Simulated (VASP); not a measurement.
# CdSnO2 (Pnnm) in VASP: single point with PBE

Aim: the single point of CdSnO2 with PBE.

All numbers are computed with VASP 6.6.1; they aren't measurements. Logs are shortened: lines on timing, memory, paths and dates and some standing lists are left out, and cuts for length are marked.

**1. The cell of the first run**

The structure is orthorhombic, space group Pnnm (No. 58). Conventional cell: a = 3.494 Å, b = 6.907 Å, c = 6.263 Å, α = 90.00°, β = 90.00°, γ = 90.00°. Cd (site symmetry 2/m) has 2 O at 2.06 Å within 2.7 Å. Sn (site symmetry 2/m) has 4 O at 2.22 to 2.24 Å within 2.9 Å. O (site symmetry m) has 1 Cd at 2.06 Å and 2 Sn at 2.22 to 2.24 Å and 1 O at 2.78 Å within 2.8 Å.

The cell was generated, and may not be a known phase.

**2. Single point, PBE**

Input file INCAR:

```
SYSTEM = CdSnO2
ALGO = Normal
EDIFF = 1E-7
ENCUT = 520
GGA = PE
ISIF = 2
ISMEAR = 0
LASPH = .True.
LCHARG = .False.
LREAL = .False.
LWAVE = .False.
NBANDS = 48
NELM = 100
PREC = Accurate
SIGMA = 0.15
```

Input file KPOINTS:

```
k-points
0
Gamma
  3 2 2
  0 0 0
```

Input file POSCAR:

```
CdSnO2
1.0
    3.4942114210      0.0000000000      0.0000000000
    0.0000000000      6.9067871772      0.0000000000
    0.0000000000      0.0000000000      6.2628586985
Cd Sn O
2 2 4
Direct
    0.5000000000      0.0000000000      0.0000000000
    0.0000000000      0.5000000000      0.5000000000
    0.5000000000      0.0000000000      0.5000000000
    0.0000000000      0.5000000000      0.0000000000
    0.4972391536      0.2989348739      0.0000000000
    0.5027608464      0.7010651261      0.0000000000
   -0.0027608464      0.2010651261      0.5000000000
    1.0027608464      0.7989348739      0.5000000000
```

Potentials or basis: VASP PAW PBE potentials, release 64 (Cd, Sn_d, O).

Run with:

```console
> cat potpaw_PBE.64/Cd/POTCAR potpaw_PBE.64/Sn_d/POTCAR potpaw_PBE.64/O/POTCAR > POTCAR
> mpirun -np 1 vasp_std > vasp.out
```

OUTCAR:

```text
SYSTEM = CdSnO2
   EDIFF = 1E-7
   ENCUT = 520
   GGA = PE
   ISIF = 2
   ISMEAR = 0
   LASPH = .True.
   LREAL = .False.
   NELM = 100
   PREC = Accurate

 ion  position               nearest neighbor table
   1  0.500  0.000  0.000-   5 2.06   6 2.06   3 3.13   3 3.13
   2  0.000  0.500  0.500-   7 2.06   8 2.06   4 3.13   4 3.13
   3  0.500  0.000  0.500-   7 2.22   8 2.22   8 2.24   7 2.24   1 3.13   1 3.13
   4  0.000  0.500  0.000-   5 2.22   6 2.22   6 2.24   5 2.24   2 3.13   2 3.13
   5  0.497  0.299  0.000-   1 2.06   4 2.22   4 2.24
   6  0.503  0.701  0.000-   1 2.06   4 2.22   4 2.24
   7  0.997  0.201  0.500-   2 2.06   3 2.22   3 2.24
   8  0.003  0.799  0.500-   2 2.06   3 2.22   3 2.24

  LATTYP: Found a simple orthorhombic cell.
 ALAT       =     3.4942114210
 B/A-ratio  =     1.7923525351
 C/A-ratio  =     1.9766368846

  Lattice vectors:

 A1 = (  -3.4942114210,   0.0000000000,   0.0000000000)
 A2 = (   0.0000000000,   0.0000000000,   6.2628586985)
 A3 = (   0.0000000000,   6.9067871772,   0.0000000000)

Analysis of symmetry for initial positions (statically):
=====================================================================
 Subroutine PRICEL returns:
 Original cell was already a primitive cell.

 Routine SETGRP: Setting up the symmetry group for a
 simple orthorhombic supercell.

 Subroutine GETGRP returns: Found  8 space group operations
 (whereof  4 operations were pure point group operations)
 out of a pool of  8 trial point group operations.

The static configuration has the point symmetry C_2h.
 The point group associated with its full space group is D_2h.

Analysis of symmetry for dynamics (positions and initial velocities):
=====================================================================
 Subroutine PRICEL returns:
 Original cell was already a primitive cell.

 Routine SETGRP: Setting up the symmetry group for a
 simple orthorhombic supercell.

 Subroutine GETGRP returns: Found  8 space group operations
 (whereof  4 operations were pure point group operations)
 out of a pool of  8 trial point group operations.

The dynamic configuration has the point symmetry C_2h.
 The point group associated with its full space group is D_2h.

 Subroutine INISYM returns: Found  8 space group operations
 (whereof  4 operations are pure point group operations),
 and found     1 'primitive' translations

----------------------------------------------------------------------------------------

                                     Primitive cell

  volume of cell :     151.1464

  direct lattice vectors                    reciprocal lattice vectors
     3.494211421  0.000000000  0.000000000     0.286187606  0.000000000  0.000000000
     0.000000000  6.906787177  0.000000000     0.000000000  0.144785119  0.000000000
     0.000000000  0.000000000  6.262858698     0.000000000  0.000000000  0.159671493

  length of vectors
     3.494211421  6.906787177  6.262858698     0.286187606  0.144785119  0.159671493

  position of ions in fractional coordinates (direct lattice)
     0.500000000  0.000000000  0.000000000
     0.000000000  0.500000000  0.500000000
     0.500000000  0.000000000  0.500000000
     0.000000000  0.500000000  0.000000000
     0.497239154  0.298934874  0.000000000
     0.502760846  0.701065126  0.000000000
     0.997239154  0.201065126  0.500000000
     0.002760846  0.798934874  0.500000000

  ion indices of the primitive-cell ions
   primitive index   ion index
                 1           1
                 2           2
                 3           3
                 4           4
                 5           5
                 6           6
                 7           7
                 8           8

----------------------------------------------------------------------------------------

 KPOINTS: k-points

Automatic generation of k-mesh.
 Grid dimensions read from file:
 generate k-points for:    3    2    2

 Generating k-lattice:

  Cartesian coordinates                     Fractional coordinates (reciprocal lattice)
     0.095395869  0.000000000  0.000000000     0.333333333  0.000000000  0.000000000
     0.000000000  0.072392559  0.000000000     0.000000000  0.500000000  0.000000000
     0.000000000  0.000000000  0.079835747     0.000000000  0.000000000  0.500000000

  Length of vectors
     0.095395869  0.072392559  0.079835747

  Shift w.r.t. Gamma in fractional coordinates (k-lattice)
     0.000000000  0.000000000  0.000000000

 Subroutine IBZKPT returns following result:
 ===========================================

 Found      8 irreducible k-points:

 Following reciprocal coordinates:
            Coordinates               Weight
  0.000000  0.000000  0.000000      1.000000
  0.333333  0.000000  0.000000      2.000000
  0.000000  0.500000  0.000000      1.000000
  0.333333  0.500000  0.000000      2.000000
  0.000000  0.000000  0.500000      1.000000
  0.333333  0.000000  0.500000      2.000000
  0.000000  0.500000  0.500000      1.000000
  0.333333  0.500000  0.500000      2.000000
   k-points           NKPTS =      8   k-points in BZ     NKDIM =      8   number of bands    NBANDS=     48
   number of dos      NEDOS =    301   number of ions     NIONS =      8
   total plane-waves  NPLWV =  72576
   dimension x,y,z NGX =    28 NGY =   54 NGZ =   48
   dimension x,y,z NGXF=    56 NGYF=  108 NGZF=   96
   ions per type =               2   2   4
   NGX,Y,Z   is equivalent  to a cutoff of  13.32, 13.00, 12.74 a.u.
   NGXF,Y,Z  is equivalent  to a cutoff of  26.64, 26.00, 25.48 a.u.
 SYSTEM =  CdSnO2
   PREC   = accura    normal or accurate (medium, high low for compatibility)
   ISTART =      0    job   : 0-new  1-cont  2-samecut
   ICHARG =      2    charge: 1-file 2-atom 10-const
   ISPIN  =      1    spin polarized calculation?
   LNONCOLLINEAR =      F non collinear calculations
   LSORBIT =      F    spin-orbit coupling
   LASPH  =      T    aspherical Exc in radial PAW
   ENCUT  =  520.0 eV  38.22 Ry    6.18 a.u.   6.50 12.84 11.64*2*pi/ulx,y,z
   NELM   =    100;   NELMIN=  2; NELMDL= -5     # of ELM steps
   EDIFF  = 0.1E-06   stopping-criterion for ELM
   LREAL  =      F    real-space projection
   EDIFFG = 0.1E-05   stopping-criterion for IOM
   NSW    =      0    number of steps for IOM
   IBRION =     -1    ionic relax: 0-MD 1-quasi-New 2-CG
   NFREE  =      0    steps in history (QN), initial steepest desc. (CG)
   ISIF   =      2    stress and relaxation
   ISYM   =      2    0-nonsym 1-usesym 2-fastsym
   POTIM  = 0.5000    time-step for ionic-motion
   TEBEG  =    0.0;   TEEND  =   0.0 temperature during run
   PSTRESS=    0.0 pullay stress
   NELECT =      76.0000    total number of electrons
   NUPDOWN=      -1.0000    fix difference up-down
   EMIN   =  10.00;   EMAX   =-10.00  energy-range for DOS
   EFERMI =   0.00;   METHOD = LEGACY
   ISMEAR =     0;   SIGMA  =   0.15  broadening in eV -4-tet -1-fermi 0-gaus
   EFERMI_NEDOS =   21; number of points for ismear=-14 and -15
   IALGO  =     38    algorithm
   IMIX   =      4    mixing-type and parameters
     AMIX     =   0.40;   BMIX     =  1.00
     AMIX_MAG =   1.60;   BMIX_MAG =  1.00
  volume/ion in A,a.u.               =      18.89       127.50
  Fermi-wavevector in a.u.,A,eV,Ry     =   1.301807  2.460059 23.057828  1.694703
  Thomas-Fermi vector in A             =   2.432917
   LORBIT       =      0    0 simple, 1 ext, 2 COOP (PROOUT), +10 PAW based schemes
   GGA     = PE    functional components
   LHFCALC =     F    Hartree Fock is set to
   AEXX    =    0.0000 exact exchange contribution
   IVDW    =     0    specifies the selected vdW correction
   LEPSILON=     F    determine dielectric tensor
   LRPA    =     F    only Hartree local field effects (RPA)
 non-spin polarized calculation
 Gauss-broadening in eV      SIGMA  =   0.15
  energy-cutoff  :      520.00
  volume of cell :      151.15
 maximum number of plane-waves:      4099
 NGX is ok and might be reduce to    28
   NGX = 13   NGY = 25   NGZ = 23

 number of electron      76.0000001 magnetization

 Free energy of the ion-electron system (eV)
  ---------------------------------------------------
  ext. energy  EPLUGINS =         0.00000000
  ---------------------------------------------------
  free energy    TOTEN  =       -34.08384520 eV

  energy without entropy =      -34.00821068  energy(sigma->0) =      -34.04602794

 E-fermi :   3.7477     XC(G=0):  -9.6830

 val. band max:        3.7147452261   @ k =   0.3333   0.0000   0.5000
 cond. band min:       3.8236417984   @ k =   0.3333   0.5000   0.0000
 fundamental gap:      0.1088965723
 Fermi energy:         3.7477475587

 k-point     1 :       0.0000    0.0000    0.0000
  band No.  band energies     occupation
      1     -18.0571      2.00000
      2     -18.0492      2.00000
      3     -17.8426      2.00000
      4     -17.8373      2.00000
      5     -17.8027      2.00000
      6     -17.8018      2.00000
[... 40 lines left out ...]
     47      11.7714      0.00000
     48      12.4060      0.00000

 k-point     2 :       0.3333    0.0000    0.0000
  band No.  band energies     occupation
      1     -18.0394      2.00000
      2     -18.0375      2.00000
      3     -17.9120      2.00000
      4     -17.9069      2.00000
      5     -17.8367      2.00000
      6     -17.8340      2.00000
[... 40 lines left out ...]
     47      10.5208      0.00000
     48      11.2751      0.00000

 k-point     3 :       0.0000    0.5000    0.0000
  band No.  band energies     occupation
      1     -18.0482      2.00000
      2     -18.0482      2.00000
      3     -17.8399      2.00000
      4     -17.8399      2.00000
      5     -17.8022      2.00000
      6     -17.8022      2.00000
[... 244 lines left out ...]
     47      10.5832      0.00000
     48      10.5832      0.00000

 k-point     8 :       0.3333    0.5000    0.5000
  band No.  band energies     occupation
      1     -18.0460      2.00000
      2     -18.0460      2.00000
      3     -17.9064      2.00000
      4     -17.9064      2.00000
      5     -17.8353      2.00000
      6     -17.8353      2.00000
[... 40 lines left out ...]
     47      10.1030      0.00000
     48      10.1449      0.00000

------------------------ aborting loop because EDIFF is reached ----------------------------------------

  FORCE on cell =-STRESS in cart. coord.  units (eV):
  Direction    XX          YY          ZZ          XY          YZ          ZX
  --------------------------------------------------------------------------------------
  -------------------------------------------------------------------------------------
  Total       -0.6012242      1.8925706      0.6589935      0.0000000      0.0000000      0.0000000
  in kB       -6.3730768     20.0615649      6.9854409      0.0000000      0.0000000      0.0000000
  external PRESSURE =       6.8913097 kB  Pullay stress =       0.0000000 kB

 VOLUME and BASIS-vectors are now :
 -----------------------------------------------------------------------------
  energy-cutoff  :      520.00
  volume of cell :      151.15
      direct lattice vectors                 reciprocal lattice vectors
     3.494211421  0.000000000  0.000000000     0.286187606  0.000000000  0.000000000
     0.000000000  6.906787177  0.000000000     0.000000000  0.144785119  0.000000000
     0.000000000  0.000000000  6.262858698     0.000000000  0.000000000  0.159671493

 POSITION                                       TOTAL-FORCE (eV/Angst)
 -----------------------------------------------------------------------------------
      1.74711      0.00000      0.00000         0.000000      0.000000      0.000000
      0.00000      3.45339      3.13143         0.000000      0.000000      0.000000
      1.74711      0.00000      3.13143         0.000000      0.000000      0.000000
      0.00000      3.45339      0.00000         0.000000      0.000000      0.000000
      1.73746      2.06468      0.00000         0.037998      0.188760     -0.000000
      1.75675      4.84211      0.00000        -0.037998     -0.188760      0.000000
      3.48456      1.38871      3.13143         0.037998     -0.188760      0.000000
      0.00965      5.51807      3.13143        -0.037998      0.188760      0.000000
 -----------------------------------------------------------------------------------
    total drift:                                0.000000      0.000000      0.000000

  FREE ENERGIE OF THE ION-ELECTRON SYSTEM (eV)
  ---------------------------------------------------
  free  energy   TOTEN  =       -34.0838452035 eV

  energy  without entropy=      -34.0082106793  energy(sigma->0) =      -34.04602794
```

Run time: 1.8 min. Hardware: 1 thread of Oxide Virtual Turin-like, shared host; peak memory 0.24 GiB.

What came out:

- Free energy: -34.0838 eV
- Pressure: 0.7 GPa
- Largest force: 0.193 eV/Å
- Band gap on the k mesh: zero (bands 38 and 39 overlap by 0.44 eV)

Forces on the atoms (eV/Å):
```
Cd   0.000  0.000  0.000
Cd   0.000  0.000  0.000
Sn   0.000  0.000  0.000
Sn   0.000  0.000  0.000
O    0.038  0.189  0.000
O   -0.038 -0.189  0.000
O    0.038 -0.189  0.000
O   -0.038  0.189  0.000
```

Caveat: the k points lie up to 0.60 Å⁻¹ apart; semilocal functionals underestimate gaps, and a narrow one can read as zero; spin-orbit coupling is left out, which moves the levels of the heavy elements.

The gap in the log of VASP goes by the Fermi energy; the results here count the filled bands.